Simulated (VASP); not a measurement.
# ScAl3P2 (P4/mmm) in VASP: a series of runs

ScAl3P2 is run at these levels: PBE; tasks: relaxation of cell and atoms, single point.

All numbers are computed with VASP 6.6.1; they aren't measurements. Logs are shortened: lines on timing, memory, paths and dates and some standing lists are left out, and cuts for length are marked.

## 1. The cell of the first run

Symmetry: P4/mmm, No. 123, tetragonal system. Conventional cell: a = 5.313 Å, b = 5.313 Å, c = 3.961 Å, α = 90.00°, β = 90.00°, γ = 90.00°. Sc (site symmetry 4/mmm) has 4 Al at 2.66 Å and 8 P at 3.31 Å within 3.5 Å. Al (site symmetry mmm) has 2 P at 1.98 Å within 2.6 Å. Al (site symmetry 4/mmm) has 4 Al at 2.66 Å and 8 P at 3.31 Å within 3.5 Å. P (site symmetry mmm) has 2 Al at 1.98 Å within 2.6 Å.

## 2. Relaxation of cell and atoms, PBE

The input, INCAR:

```
ALGO = Normal ; EDIFF = 1E-6
EDIFFG = -0.04 ; ENCUT = 600
GGA = PE ; IBRION = 2
ISIF = 3 ; ISMEAR = 0
LASPH = True ; LCHARG = False
LREAL = False ; LWAVE = False
NELM = 80 ; NSW = 90
PREC = Accurate ; SIGMA = 0.1
```

The input, KPOINTS:

```
k-points
0
Gamma
  4 4 4
```

The input, POSCAR:

```
ScAl3P2
1.0
    5.3126959700      0.0000000000      0.0000000000
    0.0000000000      5.3126959700      0.0000000000
    0.0000000000      0.0000000000      3.9606324300
Sc Al P
1 3 2
Direct
    0.0000000000      0.0000000000      0.0000000000
    0.0000000000      0.5000000000      0.0000000000
    0.5000000000      0.0000000000      0.0000000000
    0.5000000000      0.5000000000      0.0000000000
    0.0000000000      0.5000000000      0.5000000000
    0.5000000000      0.0000000000      0.5000000000
```

Potentials or basis: VASP PAW PBE potentials, release 64 (Sc_sv, Al, P).

Run with:

```
$ cat potpaw_PBE.64/Sc_sv/POTCAR potpaw_PBE.64/Al/POTCAR potpaw_PBE.64/P/POTCAR > POTCAR
$ mpirun -np 1 vasp_std > vasp.out
```

OUTCAR:

```text
EDIFF = 1E-6
   EDIFFG = -0.04
   ENCUT = 600
   GGA = PE
   IBRION = 2
   ISIF = 3
   ISMEAR = 0
   LASPH = True
   LREAL = False
   NELM = 80
   NSW = 90
   PREC = Accurate

 ion  position               nearest neighbor table
   1  0.000  0.000  0.000-   2 2.66   3 2.66   2 2.66   3 2.66
   2  0.000  0.500  0.000-   5 1.98   5 1.98   1 2.66   4 2.66   1 2.66   4 2.66
   3  0.500  0.000  0.000-   6 1.98   6 1.98   1 2.66   4 2.66   4 2.66   1 2.66
   4  0.500  0.500  0.000-   2 2.66   3 2.66   3 2.66   2 2.66
   5  0.000  0.500  0.500-   2 1.98   2 1.98
   6  0.500  0.000  0.500-   3 1.98   3 1.98

  LATTYP: Found a simple tetragonal cell.
 ALAT       =     5.3126959700
 C/A-ratio  =     0.7455033099

  Lattice vectors:

 A1 = (   5.3126959700,   0.0000000000,   0.0000000000)
 A2 = (   0.0000000000,   5.3126959700,   0.0000000000)
 A3 = (   0.0000000000,   0.0000000000,   3.9606324300)

Analysis of symmetry for initial positions (statically):
=====================================================================
 Subroutine PRICEL returns:
 Original cell was already a primitive cell.

 Routine SETGRP: Setting up the symmetry group for a
 simple tetragonal supercell.

 Subroutine GETGRP returns: Found 16 space group operations
 (whereof 16 operations were pure point group operations)
 out of a pool of 16 trial point group operations.

The static configuration has the point symmetry D_4h.

Analysis of symmetry for dynamics (positions and initial velocities):
=====================================================================
 Subroutine PRICEL returns:
 Original cell was already a primitive cell.

 Routine SETGRP: Setting up the symmetry group for a
 simple tetragonal supercell.

 Subroutine GETGRP returns: Found 16 space group operations
 (whereof 16 operations were pure point group operations)
 out of a pool of 16 trial point group operations.

The dynamic configuration has the point symmetry D_4h.

 Subroutine INISYM returns: Found 16 space group operations
 (whereof 16 operations are pure point group operations),
 and found     1 'primitive' translations

----------------------------------------------------------------------------------------

                                     Primitive cell

  volume of cell :     111.7878

  direct lattice vectors                    reciprocal lattice vectors
     5.312695970  0.000000000  0.000000000     0.188228351  0.000000000  0.000000000
     0.000000000  5.312695970  0.000000000     0.000000000  0.188228351  0.000000000
     0.000000000  0.000000000  3.960632430     0.000000000  0.000000000  0.252484930

  length of vectors
     5.312695970  5.312695970  3.960632430     0.188228351  0.188228351  0.252484930

  position of ions in fractional coordinates (direct lattice)
     0.000000000  0.000000000  0.000000000
     0.000000000  0.500000000  0.000000000
     0.500000000  0.000000000  0.000000000
     0.500000000  0.500000000  0.000000000
     0.000000000  0.500000000  0.500000000
     0.500000000  0.000000000  0.500000000

  ion indices of the primitive-cell ions
   primitive index   ion index
                 1           1
                 2           2
                 3           3
                 4           4
                 5           5
                 6           6

----------------------------------------------------------------------------------------

 KPOINTS: k-points

Automatic generation of k-mesh.
 Grid dimensions read from file:
 generate k-points for:    4    4    4

 Generating k-lattice:

  Cartesian coordinates                     Fractional coordinates (reciprocal lattice)
     0.047057088  0.000000000  0.000000000     0.250000000  0.000000000  0.000000000
     0.000000000  0.047057088  0.000000000     0.000000000  0.250000000  0.000000000
     0.000000000  0.000000000  0.063121232     0.000000000  0.000000000  0.250000000

  Length of vectors
     0.047057088  0.047057088  0.063121232

  Shift w.r.t. Gamma in fractional coordinates (k-lattice)
     0.000000000  0.000000000  0.000000000

 Subroutine IBZKPT returns following result:
 ===========================================

 Found     18 irreducible k-points:

 Following reciprocal coordinates:
            Coordinates               Weight
  0.000000  0.000000  0.000000      1.000000
  0.250000  0.000000  0.000000      4.000000
  0.500000  0.000000  0.000000      2.000000
  0.250000  0.250000  0.000000      4.000000
  0.500000  0.250000  0.000000      4.000000
  0.500000  0.500000  0.000000      1.000000
[... 10 lines left out ...]
  0.500000  0.250000  0.500000      4.000000
  0.500000  0.500000  0.500000      1.000000
   k-points           NKPTS =     18   k-points in BZ     NKDIM =     18   number of bands    NBANDS=     19
   number of dos      NEDOS =    301   number of ions     NIONS =      6
   total plane-waves  NPLWV =  56448
   dimension x,y,z NGX =    42 NGY =   42 NGZ =   32
   dimension x,y,z NGXF=    84 NGYF=   84 NGZF=   64
   ions per type =               1   3   2
   NGX,Y,Z   is equivalent  to a cutoff of  13.14, 13.14, 13.43 a.u.
   NGXF,Y,Z  is equivalent  to a cutoff of  26.29, 26.29, 26.86 a.u.
 SYSTEM =  unknown system
   PREC   = accura    normal or accurate (medium, high low for compatibility)
   ISTART =      0    job   : 0-new  1-cont  2-samecut
   ICHARG =      2    charge: 1-file 2-atom 10-const
   ISPIN  =      1    spin polarized calculation?
   LNONCOLLINEAR =      F non collinear calculations
   LSORBIT =      F    spin-orbit coupling
   LASPH  =      T    aspherical Exc in radial PAW
   ENCUT  =  600.0 eV  44.10 Ry    6.64 a.u.  10.61 10.61  7.91*2*pi/ulx,y,z
   NELM   =     80;   NELMIN=  2; NELMDL= -5     # of ELM steps
   EDIFF  = 0.1E-05   stopping-criterion for ELM
   LREAL  =      F    real-space projection
   EDIFFG = -.4E-01   stopping-criterion for IOM
   NSW    =     90    number of steps for IOM
   IBRION =      2    ionic relax: 0-MD 1-quasi-New 2-CG
   NFREE  =      1    steps in history (QN), initial steepest desc. (CG)
   ISIF   =      3    stress and relaxation
   ISYM   =      2    0-nonsym 1-usesym 2-fastsym
   POTIM  = 0.5000    time-step for ionic-motion
   TEBEG  =    0.0;   TEEND  =   0.0 temperature during run
   PSTRESS=    0.0 pullay stress
   NELECT =      30.0000    total number of electrons
   NUPDOWN=      -1.0000    fix difference up-down
   EMIN   =  10.00;   EMAX   =-10.00  energy-range for DOS
[... 5 lines left out ...]
     AMIX     =   0.40;   BMIX     =  1.00
     AMIX_MAG =   1.60;   BMIX_MAG =  1.00
  volume/ion in A,a.u.               =      18.63       125.73
  Fermi-wavevector in a.u.,A,eV,Ry     =   1.055967  1.995489 15.171404  1.115067
  Thomas-Fermi vector in A             =   2.191185
   LORBIT       =      0    0 simple, 1 ext, 2 COOP (PROOUT), +10 PAW based schemes
   GGA     = PE    functional components
   LHFCALC =     F    Hartree Fock is set to
   AEXX    =    0.0000 exact exchange contribution
   IVDW    =     0    specifies the selected vdW correction
   LEPSILON=     F    determine dielectric tensor
   LRPA    =     F    only Hartree local field effects (RPA)
 conjugate gradient relaxation of ions
 non-spin polarized calculation
 Gauss-broadening in eV      SIGMA  =   0.10
  energy-cutoff  :      600.00
  volume of cell :      111.79
 maximum number of plane-waves:      3768
   NGX = 21   NGY = 21   NGZ = 15

--------------------------------------- Ionic step        1  -------------------------------------------

 number of electron      30.0000002 magnetization

 Free energy of the ion-electron system (eV)
  ---------------------------------------------------
  ext. energy  EPLUGINS =         0.00000000
  ---------------------------------------------------
  free energy    TOTEN  =       -22.75141336 eV

  energy without entropy =      -22.73487613  energy(sigma->0) =      -22.74314475

------------------------ aborting loop because EDIFF is reached ----------------------------------------

  FORCE on cell =-STRESS in cart. coord.  units (eV):
  Direction    XX          YY          ZZ          XY          YZ          ZX
  --------------------------------------------------------------------------------------
  -------------------------------------------------------------------------------------
  Total        3.9875387      3.9875387     41.7678827      0.0000000     -0.0000000     -0.0000000
  in kB       57.1506308     57.1506308    598.6301379      0.0000000     -0.0000000     -0.0000000
  external PRESSURE =     237.6437999 kB  Pullay stress =       0.0000000 kB
[... 25 lines left out ...]
  energy  without entropy=      -22.7348761289  energy(sigma->0) =      -22.74314475

--------------------------------------- Ionic step        2  -------------------------------------------

 number of electron      30.0000012 magnetization

 E-fermi :   3.0803     XC(G=0):  -8.5949

 val. band max:        3.0576578809   @ k =   0.5000   0.2500   0.0000
 cond. band min:       3.0936006688   @ k =   0.2500   0.2500   0.0000
 fundamental gap:      0.0359427878
 Fermi energy:         3.0803474429

 k-point     1 :       0.0000    0.0000    0.0000
  band No.  band energies     occupation
      1     -46.9883      2.00000
      2     -25.7977      2.00000
      3     -25.5409      2.00000
      4     -25.5409      2.00000
      5      -6.9616      2.00000
      6      -5.9042      2.00000
[... 11 lines left out ...]
     18       3.7098      0.00000
     19       4.0646      0.00000
[... 445 lines left out ...]
  FREE ENERGIE OF THE ION-ELECTRON SYSTEM (eV)
  ---------------------------------------------------
  free  energy   TOTEN  =       -25.1725434988 eV

  energy  without entropy=      -25.1287449667  energy(sigma->0) =      -25.15064423

[... ionic steps 4 to 7 ...]

--------------------------------------- Ionic step        8  -------------------------------------------

 number of electron      30.0000006 magnetization

------------------------ aborting loop because EDIFF is reached ----------------------------------------

  FORCE on cell =-STRESS in cart. coord.  units (eV):
  Direction    XX          YY          ZZ          XY          YZ          ZX
  --------------------------------------------------------------------------------------
  -------------------------------------------------------------------------------------
  Total       -0.0351324     -0.0351324     -0.9280432      0.0000000      0.0000000      0.0000000
  in kB       -0.4053716     -0.4053716    -10.7081465      0.0000000      0.0000000      0.0000000
  external PRESSURE =      -3.8396299 kB  Pullay stress =       0.0000000 kB
[... 65 lines left out ...]
  energy  without entropy=      -25.2073380556  energy(sigma->0) =      -25.22593278

--------------------------------------- Ionic step       10  -------------------------------------------

 number of electron      30.0000006 magnetization

 Free energy of the ion-electron system (eV)
  ---------------------------------------------------
  ext. energy  EPLUGINS =         0.00000000
  ---------------------------------------------------
  free energy    TOTEN  =       -25.24486720 eV

  energy without entropy =      -25.20719483  energy(sigma->0) =      -25.22603102

 E-fermi :   4.3292     XC(G=0):  -9.0898

 val. band max:        4.3169171466   @ k =   0.5000   0.5000   0.0000
 cond. band min:       4.3410294531   @ k =   0.5000   0.2500   0.2500
 fundamental gap:      0.0241123065
 Fermi energy:         4.3291820380

 k-point     1 :       0.0000    0.0000    0.0000
  band No.  band energies     occupation
      1     -45.9866      2.00000
      2     -24.6977      2.00000
      3     -24.5776      2.00000
      4     -24.5776      2.00000
      5      -6.8426      2.00000
      6      -5.8187      2.00000
[... 11 lines left out ...]
     18       5.1777      0.00000
     19       5.1777      0.00000
[... 405 lines left out ...]
  FREE ENERGIE OF THE ION-ELECTRON SYSTEM (eV)
  ---------------------------------------------------
  free  energy   TOTEN  =       -25.2448671987 eV

  energy  without entropy=      -25.2071948332  energy(sigma->0) =      -25.22603102

 reached required accuracy - stopping structural energy minimisation
```

Run time: 3.2 min. Hardware: 1 thread of Intel Xeon 6975P-C (Granite Rapids), shared host; peak memory 0.26 GiB.

What came out:

| Quantity | Value |
| --- | --- |
| Free energy | -25.2449 eV |
| Relaxed volume | 23.03 Å³/atom |
| Relaxed cell | a = 5.529 Å, b = 5.529 Å, c = 4.520 Å, α = 90.00°, β = 90.00°, γ = 90.00° |
| Space group after relaxing (to 0.05 Å) | P4/mmm (No. 123) |
| Energy gained by relaxing | 415.6 meV/atom |
| Ionic steps | 10 |
| Pressure after relaxing | 0.0 GPa |
| Band gap on the k mesh | zero (band 15 reaches 4.54 eV, above the bottom of band 16 at 3.92 eV) |

Step by step:
| step | energy change (eV) | largest force (eV/Å) | pressure (GPa) | volume (Å³) |
| --- | --- | --- | --- | --- |
| 1 | 0.0000 | 0.0000 | 23.76 | 111.79 |
| 2 | -1.2108 | 0.0000 | -5.68 | 159.06 |
| 3 | -2.4211 | 0.0000 | 1.13 | 133.30 |
| 4 | -2.4251 | 0.0000 | 1.44 | 132.64 |
| 5 | -2.4267 | 0.0000 | 1.90 | 131.75 |
| 6 | -2.4265 | 0.0000 | 1.69 | 132.16 |
| 7 | -2.4855 | 0.0000 | 0.18 | 136.84 |
| 8 | -2.4910 | 0.0000 | -0.38 | 138.86 |
| 9 | -2.4931 | 0.0000 | 0.11 | 137.90 |
| 10 | -2.4935 | 0.0000 | -0.02 | 138.16 |

Final structure:
```yaml
crystal:
  lattice:
    - [5.52894, 0.00000, 0.00000]
    - [0.00000, 5.52894, 0.00000]
    - [0.00000, 0.00000, 4.51955]
  atoms:
    - { symbol: Sc, position: [0.00000, 0.00000, 0.00000] }
    - { symbol: Al, position: [0.00000, 0.50000, 0.00000] }
    - { symbol: Al, position: [0.50000, 0.00000, 0.00000] }
    - { symbol: Al, position: [0.50000, 0.50000, 0.00000] }
    - { symbol: P, position: [0.00000, 0.50000, 0.50000] }
    - { symbol: P, position: [0.50000, 0.00000, 0.50000] }
```

Caveat: the k points lie up to 0.35 Å⁻¹ apart in the final cell; the volume moved by over 15 % at a fixed basis, so the end points are rough.

(Continued in part 2 of 2.)
